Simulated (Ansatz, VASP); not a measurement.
## KI: VASP beside Ansatz

The input INCAR:

```
SYSTEM = KI
PREC = Accurate ; ENCUT = 520
EDIFF = 1E-7 ; ISMEAR = 0
SIGMA = 0.01 ; LREAL = .False.
LASPH = .True. ; NELM = 80
ALGO = Normal ; ISIF = 2
LWAVE = .False. ; LCHARG = .False.
GGA = PE ; NBANDS = 15
```

File KPOINTS:

```
Automatic mesh
0
Gamma
  6 6 6
  0 0 0
```

The input POSCAR:

```
KI
1.0
    0.0000000000      3.5911591809      3.5911591809
    3.5911591809      0.0000000000      3.5911591809
    3.5911591809      3.5911591809      0.0000000000
K I
1 1
Direct
    0.0000000000      0.0000000000      0.0000000000
    0.5000000000      0.5000000000      0.5000000000
```

Input for Ansatz:

```yaml
crystal:
  lattice:
    - [0.0, 3.5911591809, 3.5911591809]
    - [3.5911591809, 0.0, 3.5911591809]
    - [3.5911591809, 3.5911591809, 0.0]
  atoms:
    - { symbol: K, position: [0.0, 0.0, 0.0] }
    - { symbol: I, position: [0.5, 0.5, 0.5] }
kpoints:
  mp_grid: { grid: [6, 6, 6] }
hamiltonian:
  xc: pbe
scf:
  occupations: { method: fixed }
  n_extra_bands: 4
output:
  forces: true
  stress: true
  eigenvalues: true
```

Alike in both runs: task single point; functional PBE; k mesh 6 × 6 × 6; no spin polarisation.

```csv
,VASP,Ansatz
version,VASP 6.6.1,Ansatz 0.2.0
potentials or method,"VASP PAW PBE potentials, release 64 (K_sv, I)","plane waves, PAW"
plane-wave cutoff (eV),520,420
occupations,"gaussian, width 0.01 eV",fixed
valence electrons in the cell,16,26
```

VASP gave:

```
gap on the k mesh at the Fermi level (eV) : 3.85
pressure (GPa)                            : 0.0
```

Task: What did Ansatz give for the same quantities?

Result: gap on the k mesh at the Fermi level (eV): 3.86; pressure (GPa): 0.0.

VASP's potentials hold 16 valence electrons a cell and Ansatz's 26, so a difference there can come from the potentials and not from the codes.

Neither program's run includes spin-orbit coupling.
